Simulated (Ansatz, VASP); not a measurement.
## Two plane-wave programs on Al

File INCAR:

```
ALGO = Fast
EDIFF = 1E-6
EDIFFG = -0.01
ENCUT = 600
GGA = PS
IBRION = 2
ISIF = 3
ISMEAR = 0
LASPH = True
LCHARG = False
LREAL = False
LWAVE = False
NELM = 60
NSW = 100
PREC = Accurate
SIGMA = 0.15
```

File KPOINTS:

```
k-points
0
Gamma
  14 14 14
```

The input POSCAR:

```
Al
1.0
   -1.5030572949      1.4413990172      1.5909350051
    1.7789469879     -1.3924735229      1.8178992038
    1.5600187907      1.4494350187     -1.5420095108
Al
1
Direct
    0.0000000000      0.0000000000      0.0000000000
```

Input for Ansatz:

```yaml
crystal:
  lattice:
    - [-1.5030572949, 1.4413990172, 1.5909350051]
    - [1.7789469879, -1.3924735229, 1.8178992038]
    - [1.5600187907, 1.4494350187, -1.5420095108]
  atoms:
    - { symbol: Al, position: [0.0, 0.0, 0.0] }
basis:
  ecutwfc: 420
kpoints:
  mp_grid: { grid: [14, 14, 14] }
hamiltonian:
  xc: pbesol
scf:
  occupations: { method: gaussian, width: 0.15 }
output:
  forces: true
  stress: true
  eigenvalues: true
relax:
  adjacent_minimum: "off"
  f_tol: 0.01
  max_steps: 80
  cell: { stress_tol: 0.1 }
```

Change from the starting cell: cell sheared at random, sigma 0.1, atoms nudged by 0.01 Å; relaxed back.

Alike in both runs: task relaxation of cell and atoms; functional PBEsol; k mesh 14 × 14 × 14; occupations gaussian, width 0.15 eV; no spin polarisation.

```csv
,VASP,Ansatz
version,VASP 6.6.1,Ansatz 0.2.0
potentials or method,"VASP PAW PBE potentials, release 64 (Al), cutoff 600 eV","scalar-relativistic, plane waves, PAW"
valence electrons in the cell,3,3
```

|  | VASP | Ansatz | Ansatz less VASP |
| --- | --- | --- | --- |
| gap on the k mesh at the Fermi level, each at its own relaxed structure (eV) | none | none | - |
| relaxed volume (Å³/atom) | 16.16 | 16.14 | -0.018 |
| relaxed cell length with the largest relative difference (Å) | 2.847 | 2.828 | -0.0190 |

VASP's potentials were made for PBE, not for PBEsol. A gap of «none» marks a metal or a gap that the smearing closes.
